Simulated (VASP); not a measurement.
# Ba (Im-3m) in VASP: a series of runs

Runs on Ba. Level: LDA. Tasks: single point, relaxation of cell and atoms.

All numbers are computed with VASP 6.6.1; they aren't measurements. Logs are shortened: lines on timing, memory, paths and dates and some standing lists are left out, and cuts for length are marked.

## (1) The cell of the first run

Symmetry: Im-3m, No. 229, cubic system. Conventional cell: a = 4.791 Å, b = 4.791 Å, c = 4.791 Å, α = 90.00°, β = 90.00°, γ = 90.00°. Within 5.4 Å of Ba (site symmetry m-3m) lie 14 Ba at 4.15 to 4.79 Å.

## (2) Single point, LDA

INCAR reads:

```
PREC = Accurate
ENCUT = 520
EDIFF = 1E-6
ISMEAR = -1
SIGMA = 0.02
LREAL = False
LASPH = True
NELM = 100
ALGO = Normal
ISIF = 2
LWAVE = False
LCHARG = True
GGA = CA
LELF = True
LVHAR = True
NBANDS = 11
```

KPOINTS reads:

```
Automatic mesh
0
Gamma
  6 6 6
```

POSCAR reads:

```
Ba
1.0
    4.1487971887     -0.0000000230     -0.0000000398
   -1.3829323746      3.9115235088     -0.0000000398
   -1.3829323746     -1.9557616970      3.3874787593
Ba
1
Direct
    0.0000000000      0.0000000000      0.0000000000
```

Potentials or basis: VASP PAW LDA potentials, release 64 (Ba_sv).

Command:

```sh
$ cat potpaw_LDA.64/Ba_sv/POTCAR > POTCAR
$ mpirun -np 1 vasp_std > vasp.out
```

OUTCAR:

```text
PREC = Accurate
   ENCUT = 520
   EDIFF = 1E-6
   ISMEAR = -1
   LREAL = False
   LASPH = True
   NELM = 100
   ISIF = 2
   GGA = CA

 ion  position               nearest neighbor table
   1  0.000  0.000  0.000-

  LATTYP: Found a body centered cubic cell.
 ALAT       =     4.7906183474

  Lattice vectors:

 A1 = (   4.1487971887,  -0.0000000230,  -0.0000000398)
 A2 = (  -1.3829323746,   3.9115235088,  -0.0000000398)
 A3 = (  -1.3829323746,  -1.9557616970,   3.3874787593)

Analysis of symmetry for initial positions (statically):
=====================================================================
 Subroutine PRICEL returns:
 Original cell was already a primitive cell.

 Routine SETGRP: Setting up the symmetry group for a
 body centered cubic supercell.

 Subroutine GETGRP returns: Found 48 space group operations
 (whereof 48 operations were pure point group operations)
 out of a pool of 48 trial point group operations.

The static configuration has the point symmetry O_h .

Analysis of symmetry for dynamics (positions and initial velocities):
=====================================================================
 Subroutine PRICEL returns:
 Original cell was already a primitive cell.

 Routine SETGRP: Setting up the symmetry group for a
 body centered cubic supercell.

 Subroutine GETGRP returns: Found 48 space group operations
 (whereof 48 operations were pure point group operations)
 out of a pool of 48 trial point group operations.

The dynamic configuration has the point symmetry O_h .

 Subroutine INISYM returns: Found 48 space group operations
 (whereof 48 operations are pure point group operations),
 and found     1 'primitive' translations

----------------------------------------------------------------------------------------

                                     Primitive cell

  volume of cell :      54.9724

  direct lattice vectors                    reciprocal lattice vectors
     4.148797189 -0.000000023 -0.000000040     0.241033717  0.085218288  0.147602400
    -1.382932375  3.911523509 -0.000000040     0.000000003  0.255654864  0.147602400
    -1.382932375 -1.955761697  3.387478759     0.000000003  0.000000004  0.295204807

  length of vectors
     4.148797189  4.148797189  4.148797189     0.295204807  0.295204807  0.295204807

  position of ions in fractional coordinates (direct lattice)
     0.000000000  0.000000000  0.000000000

  ion indices of the primitive-cell ions
   primitive index   ion index
                 1           1

----------------------------------------------------------------------------------------

 KPOINTS: Automatic mesh

Automatic generation of k-mesh.
 Grid dimensions read from file:
 generate k-points for:    6    6    6

 Generating k-lattice:

  Cartesian coordinates                     Fractional coordinates (reciprocal lattice)
     0.040172286  0.014203048  0.024600400     0.166666667  0.000000000  0.000000000
     0.000000000  0.042609144  0.024600400     0.000000000  0.166666667 -0.000000000
     0.000000000  0.000000001  0.049200801     0.000000000  0.000000000  0.166666667

  Length of vectors
     0.049200801  0.049200801  0.049200801

  Shift w.r.t. Gamma in fractional coordinates (k-lattice)
     0.000000000  0.000000000  0.000000000

 Subroutine IBZKPT returns following result:
 ===========================================

 Found     16 irreducible k-points:

 Following reciprocal coordinates:
            Coordinates               Weight
  0.000000  0.000000  0.000000      1.000000
  0.166667  0.000000  0.000000     12.000000
  0.333333  0.000000  0.000000     12.000000
  0.500000 -0.000000  0.000000      6.000000
  0.166667  0.166667  0.000000     24.000000
  0.333333  0.166667  0.000000     48.000000
[... 8 lines left out ...]
  0.500000  0.500000  0.333333     12.000000
  0.500000  0.500000  0.500000      1.000000
   k-points           NKPTS =     16   k-points in BZ     NKDIM =     16   number of bands    NBANDS=     11
   number of dos      NEDOS =    301   number of ions     NIONS =      1
   total plane-waves  NPLWV =  32768
   dimension x,y,z NGX =    32 NGY =   32 NGZ =   32
   dimension x,y,z NGXF=    64 NGYF=   64 NGZF=   64
   ions per type =               1
   NGX,Y,Z   is equivalent  to a cutoff of  12.82, 12.82, 12.82 a.u.
   NGXF,Y,Z  is equivalent  to a cutoff of  25.65, 25.65, 25.65 a.u.
 SYSTEM =  unknown system
   PREC   = accura    normal or accurate (medium, high low for compatibility)
   ISTART =      0    job   : 0-new  1-cont  2-samecut
   ICHARG =      2    charge: 1-file 2-atom 10-const
   ISPIN  =      1    spin polarized calculation?
   LNONCOLLINEAR =      F non collinear calculations
   LSORBIT =      F    spin-orbit coupling
   LASPH  =      T    aspherical Exc in radial PAW
   ENCUT  =  520.0 eV  38.22 Ry    6.18 a.u.   7.71  7.71  7.71*2*pi/ulx,y,z
   NELM   =    100;   NELMIN=  2; NELMDL= -5     # of ELM steps
   EDIFF  = 0.1E-05   stopping-criterion for ELM
   LREAL  =      F    real-space projection
   EDIFFG = 0.1E-04   stopping-criterion for IOM
   NSW    =      0    number of steps for IOM
   IBRION =     -1    ionic relax: 0-MD 1-quasi-New 2-CG
   NFREE  =      0    steps in history (QN), initial steepest desc. (CG)
   ISIF   =      2    stress and relaxation
   ISYM   =      2    0-nonsym 1-usesym 2-fastsym
   POTIM  = 0.5000    time-step for ionic-motion
   TEBEG  =    0.0;   TEEND  =   0.0 temperature during run
   PSTRESS=    0.0 pullay stress
   NELECT =      10.0000    total number of electrons
   NUPDOWN=      -1.0000    fix difference up-down
   EMIN   =  10.00;   EMAX   =-10.00  energy-range for DOS
   EFERMI =   0.00;   METHOD = LEGACY
   ISMEAR =    -1;   SIGMA  =   0.02  broadening in eV -4-tet -1-fermi 0-gaus
   EFERMI_NEDOS =   21; number of points for ismear=-14 and -15
   IALGO  =     38    algorithm
   IMIX   =      4    mixing-type and parameters
     AMIX     =   0.40;   BMIX     =  1.00
     AMIX_MAG =   1.60;   BMIX_MAG =  1.00
  volume/ion in A,a.u.               =      54.97       370.97
  Fermi-wavevector in a.u.,A,eV,Ry     =   0.927598  1.752907 11.706977  0.860439
  Thomas-Fermi vector in A             =   2.053685
   LORBIT       =      0    0 simple, 1 ext, 2 COOP (PROOUT), +10 PAW based schemes
   GGA     = CA    functional components
   LHFCALC =     F    Hartree Fock is set to
   AEXX    =    0.0000 exact exchange contribution
   IVDW    =     0    specifies the selected vdW correction
   LEPSILON=     F    determine dielectric tensor
   LRPA    =     F    only Hartree local field effects (RPA)
 non-spin polarized calculation
  energy-cutoff  :      520.00
  volume of cell :       54.97
 maximum number of plane-waves:      1499
   NGX = 15   NGY = 15   NGZ = 15

 number of electron      10.0000000 magnetization

 Free energy of the ion-electron system (eV)
  ---------------------------------------------------
  ext. energy  EPLUGINS =         0.00000000
  ---------------------------------------------------
  free energy    TOTEN  =        -2.23237541 eV

  energy without entropy =       -2.22890934  energy(sigma->0) =       -2.23064237

 E-fermi :   1.9450     XC(G=0):  -8.0731

 val. band max:        1.9417860714   @ k =   0.3333   0.3333   0.0000
 cond. band min:       2.0159457135   @ k =   0.3333   0.1667   0.1667
 fundamental gap:      0.0741596421
 Fermi energy:         1.9450112833

 k-point     1 :       0.0000    0.0000    0.0000
  band No.  band energies     occupation
      1     -26.7123      2.00000
      2     -11.5716      2.00000
      3     -11.5716      2.00000
      4     -11.5716      2.00000
      5      -0.9044      2.00000
      6       3.8024      0.00000
      7       3.8024      0.00000
      8       3.8024      0.00000
      9       5.4594      0.00000
     10       5.4594      0.00000
     11       9.2725      0.00000

 k-point     2 :       0.1667    0.0000    0.0000
  band No.  band energies     occupation
      1     -26.6926      2.00000
      2     -11.7660      2.00000
      3     -11.6301      2.00000
      4     -11.5734      2.00000
      5      -0.3245      2.00000
      6       3.3818      0.00000
      7       3.4841      0.00000
      8       4.4232      0.00000
      9       5.0564      0.00000
     10       5.4422      0.00000
     11       9.8381      0.00000

 k-point     3 :       0.3333    0.0000    0.0000
  band No.  band energies     occupation
      1     -26.6529      2.00000
      2     -12.1237      2.00000
      3     -11.7433      2.00000
      4     -11.5771      2.00000
      5       0.7009      2.00000
      6       2.7573      0.00000
      7       3.0800      0.00000
      8       5.3987      0.00000
      9       5.6992      0.00000
     10       6.1405      0.00000
     11       9.0874      0.00000

 k-point     4 :       0.5000   -0.0000    0.0000
  band No.  band energies     occupation
      1     -26.6328      2.00000
      2     -12.2899      2.00000
      3     -11.7981      2.00000
      4     -11.5791      2.00000
      5       0.8912      2.00000
      6       2.5066      0.00000
      7       3.6879      0.00000
      8       5.4554      0.00000
      9       6.1162      0.00000
     10       7.8549      0.00000
     11       8.0139      0.00000
[... 127 lines left out ...]
 k-point    14 :      -0.3333    0.3333    0.3333
  band No.  band energies     occupation
      1     -26.6057      2.00000
      2     -12.0484      2.00000
      3     -11.9372      2.00000
      4     -11.9372      2.00000
      5       1.6772      2.00000
      6       1.8077      1.99791
      7       4.5768      0.00000
      8       4.5768      0.00000
      9       5.5643      0.00000
     10       5.9669      0.00000
     11      10.9496      0.00000

 k-point    15 :       0.5000    0.5000    0.3333
  band No.  band energies     occupation
      1     -26.5899      2.00000
      2     -12.1212      2.00000
      3     -11.9988      2.00000
      4     -11.9484      2.00000
      5       1.4677      2.00000
      6       1.6071      2.00000
      7       4.6695      0.00000
      8       4.8189      0.00000
      9       7.0440      0.00000
     10       7.3820      0.00000
     11       8.5670      0.00000

 k-point    16 :       0.5000    0.5000    0.5000
  band No.  band energies     occupation
      1     -26.5754      2.00000
      2     -12.0623      2.00000
      3     -12.0623      2.00000
      4     -12.0623      2.00000
      5       1.1566      2.00000
      6       1.1566      2.00000
      7       6.9756      0.00000
      8       6.9756      0.00000
      9       6.9756      0.00000
     10       7.2443      0.00000
     11       7.2443      0.00000

------------------------ aborting loop because EDIFF is reached ----------------------------------------

  FORCE on cell =-STRESS in cart. coord.  units (eV):
  Direction    XX          YY          ZZ          XY          YZ          ZX
  --------------------------------------------------------------------------------------
  -------------------------------------------------------------------------------------
  Total        0.0160976      0.0160976      0.0160976     -0.0000000     -0.0000000     -0.0000000
  in kB        0.4691674      0.4691674      0.4691674     -0.0000000     -0.0000000     -0.0000000
  external PRESSURE =       0.4691674 kB  Pullay stress =       0.0000000 kB

 VOLUME and BASIS-vectors are now :
 -----------------------------------------------------------------------------
  energy-cutoff  :      520.00
  volume of cell :       54.97
      direct lattice vectors                 reciprocal lattice vectors
     4.148797189 -0.000000023 -0.000000040     0.241033717  0.085218288  0.147602400
    -1.382932375  3.911523509 -0.000000040     0.000000003  0.255654864  0.147602400
    -1.382932375 -1.955761697  3.387478759     0.000000003  0.000000004  0.295204807

 POSITION                                       TOTAL-FORCE (eV/Angst)
 -----------------------------------------------------------------------------------
      0.00000      0.00000      0.00000        -0.000000     -0.000000      0.000000
 -----------------------------------------------------------------------------------
    total drift:                               -0.000000      0.000000      0.000000

  FREE ENERGIE OF THE ION-ELECTRON SYSTEM (eV)
  ---------------------------------------------------
  free  energy   TOTEN  =        -2.2323754075 eV

  energy  without entropy=       -2.2289093413  energy(sigma->0) =       -2.23064237
```

It took 3.2 s on 1 thread of Intel Xeon 6975P-C (Granite Rapids), shared host; peak memory 0.15 GiB.

Results:

```
Free energy            : -2.2324 eV
Pressure               : 0.0 GPa
Band gap on the k mesh : zero (band 5 reaches 2.02 eV, above the bottom of band 6 at 1.16 eV)
```

Caveat: spin-orbit coupling is left out, which moves the levels of the heavy elements.

## (3) Relaxation of cell and atoms, LDA

This run uses another cell than the first one, of 62.99 Å³/atom, 1.146 times its volume.

INCAR reads:

```
SYSTEM = Ba
PREC = Accurate
ENCUT = 600
EDIFF = 1E-7
ISMEAR = -1
SIGMA = 0.02
LREAL = .FALSE.
LASPH = .TRUE.
NELM = 100
ALGO = Normal
ISIF = 3
LWAVE = .FALSE.
LCHARG = .FALSE.
GGA = CA
IBRION = 2
NSW = 80
EDIFFG = -0.03
```

KPOINTS reads:

```
Automatic mesh
0
G
  6 6 6
  0 0 0
```

POSCAR reads:

```
Ba
1.0
    4.3413850000      0.0000000000      0.0000000000
   -1.4471282880      4.0930970470      0.0000000000
   -1.4471282880     -2.0465484274      3.5447260784
Ba
1
Direct
    0.0000000000      0.0000000000      0.0000000000
```

Potentials or basis: VASP PAW LDA potentials, release 64 (Ba_sv).

Command:

```sh
$ cat potpaw_LDA.64/Ba_sv/POTCAR > POTCAR
$ mpirun -np 1 vasp_std > vasp.out
```

Run time: 8.8 s. Hardware: 1 thread of Intel Xeon 6975P-C (Granite Rapids), shared host; peak memory 0.17 GiB.

The run converged. Its results:

```
Free energy                            : -2.2325 eV
Relaxed volume                         : 55.37 Å³/atom
Relaxed cell                           : a = 4.159 Å, b = 4.159 Å, c = 4.159 Å, α = 109.47°, β = 109.47°, γ = 109.47°
Space group after relaxing (to 0.05 Å) : Im-3m (No. 229)
Energy gained by relaxing              : 30.7 meV/atom
Ionic steps                            : 3
Pressure after relaxing                : 0.0 GPa
Band gap on the k mesh                 : zero (band 5 reaches 1.98 eV, above the bottom of band 6 at 1.14 eV)
```

The path:
| step | energy change (eV) | largest force (eV/Å) | pressure (GPa) | volume (Å³) |
| --- | --- | --- | --- | --- |
| 1 | 0.0000 | 0.0000 | -1.12 | 62.99 |
| 2 | -0.0222 | 0.0000 | -0.68 | 59.07 |
| 3 | -0.0307 | 0.0000 | -0.04 | 55.37 |

Final structure:
```
Ba
1.0
     4.15886    0.00000    0.00000
    -1.38629    3.92101    0.00000
    -1.38629   -1.96051    3.39570
Ba
1
Direct
  0.00000 0.00000 0.00000
```

Levels at points of the mesh, in eV from the Fermi level:
| k point | band 2 | band 3 | band 4 | band 5 | band 6 | band 7 | band 8 | band 9 |
| --- | --- | --- | --- | --- | --- | --- | --- | --- |
| (0.00, 0.00, 0.00) | -13.53 | -13.53 | -13.53 | -2.85 | 1.85 | 1.85 | 1.85 | 3.50 |
| (0.50, 0.00, 0.00) | -14.23 | -13.75 | -13.54 | -1.05 | 0.57 | 1.72 | 3.49 | 4.15 |
| (0.50, 0.50, 0.50) | -14.01 | -14.01 | -14.01 | -0.77 | -0.77 | 4.99 | 4.99 | 4.99 |

Caveat: spin-orbit coupling is left out, which moves the levels of the heavy elements; the volume moved by -12 % from the deposited cell, more than functionals usually miss. LDA usually gives volumes a few per cent too small.
